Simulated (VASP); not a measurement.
Input of a VASP 6.6.1 run:

File INCAR:

```
SYSTEM = Mn
ALGO = Normal
EDIFF = 1E-6
ENCUT = 500
GGA = PE
GGA_COMPAT = .FALSE.
ISIF = 2
ISMEAR = 1
ISPIN = 2
LASPH = .TRUE.
LCHARG = .FALSE.
LMAXMIX = 4
LORBIT = 11
LREAL = .FALSE.
LWAVE = .FALSE.
MAGMOM = 0.76
NBANDS = 16
NELM = 200
PREC = Accurate
SIGMA = 0.0065
```

File KPOINTS:

```
k-points
0
G
  8 8 8
  0 0 0
```

Contents of POSCAR:

```
Mn
1.0
   -1.3932737400      1.3932737400      1.3932737400
    1.3932737400     -1.3932737400      1.3932737400
    1.3932737400      1.3932737400     -1.3932737400
Mn
1
Direct
    0.0000000000      0.0000000000      0.0000000000
```

Potentials or basis: VASP PAW PBE potentials, release 64 (Mn_pv).

Run with:

```bash
$ cat potpaw_PBE.64/Mn_pv/POTCAR > POTCAR
$ mpirun -np 1 vasp_std > vasp.out
```

(1) What does it give for the net moment?

(2) What does it give for the site moments?

(3) Predict the pressure.

Results:

(1) 0.70 μB per cell.

(2) Mn +0.70 μB.

(3) 0.7 GPa.

Caveat: the k points lie up to 0.40 Å⁻¹ apart.
